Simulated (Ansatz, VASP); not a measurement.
**Two plane-wave programs on ZnSb2Te4**

```
CELL_PARAMETERS angstrom
0.00000 6.25245 0.00000
6.25245 0.00000 0.00000
3.12623 3.12623 -6.25041
ATOMIC_POSITIONS crystal
Sb 0.50000 0.50000 0.00000
Sb 0.75000 0.25000 0.50000
Zn 0.00000 0.00000 0.00000
Te 0.37500 0.37500 0.75000
Te 0.62500 0.12500 0.25000
Te 0.87500 0.87500 0.75000
Te 0.12500 0.62500 0.25000
```

Alike in both runs: task single point; functional PBEsol; k mesh 3 × 3 × 3; collinear spin.

|  | VASP | Ansatz |
| --- | --- | --- |
| version | VASP 6.6.1 | Ansatz 0.2.0 |
| potentials or method | VASP PAW PBE potentials, release 64 (Sb, Zn, Te), cutoff 520 eV | PAW plane waves |
| occupations | methfessel-paxton of order 1, width 0.0665 eV | cold, width 0.0665 eV |
| valence electrons in the cell | 46 | 106 |

```tsv
	VASP	Ansatz	Ansatz less VASP
pressure (GPa)	8.4	8.2	-0.23
traceless stress, the component that is largest in VASP (GPa)	1.09	1.14	+0.043
rms of the force components (eV/Å)	1.022	0.995	-0.0269
```

VASP's potentials were made for PBE, not for PBEsol. Atom by atom the forces differ by 0.030 eV/Å (rms over components). VASP's potentials hold 46 valence electrons a cell and Ansatz's 106, so a difference there can come from the potentials and not from the codes. Ansatz's warnings: no starting moments, stability check not made.

Neither program's run includes spin-orbit coupling.
